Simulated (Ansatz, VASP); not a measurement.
**MoS2 in VASP and in Ansatz**

```xyz
3
Lattice="1.5399 0.8891 5.7971 -1.5399 0.8891 5.7971 0.0000 -1.7781 5.7971" Properties=species:S:1:pos:R:3 pbc="T T T"
Mo    0.0000    0.0000    0.0000
S     0.0000   -0.0655   13.2038
S     0.0000    0.0655    4.1873
```

Change from the starting cell: mode 7 frozen in at -0.066 Å, normal strain along y +0.0000.

Alike in both runs: task single point; functional PBEsol; dispersion D3(BJ); k mesh 15 × 15 × 15; occupations gaussian, width 0.15 eV; no spin polarisation.

```csv
,VASP,Ansatz
version,VASP 6.6.1,Ansatz 0.2.0
potentials or method,"VASP PAW PBE potentials, release 64 (Mo_sv, S), cutoff 520 eV","scalar-relativistic, plane waves, PAW"
valence electrons in the cell,26,26
```

```csv
,VASP,Ansatz,Ansatz less VASP
gap on the k mesh at the Fermi level (eV),none,none,-
pressure (GPa),0.3,0.3,-0.04
"traceless stress, the component that is largest in VASP (GPa)",5.33,5.34,+0.011
rms of the force components (eV/Å),0.258,0.258,+0.0001
```

VASP's potentials were made for PBE, not for PBEsol, and Ansatz warns of the same on its side. Atom by atom the forces differ by 0.002 eV/Å (rms over components). A gap of «none» marks a metal or a gap that the smearing closes.
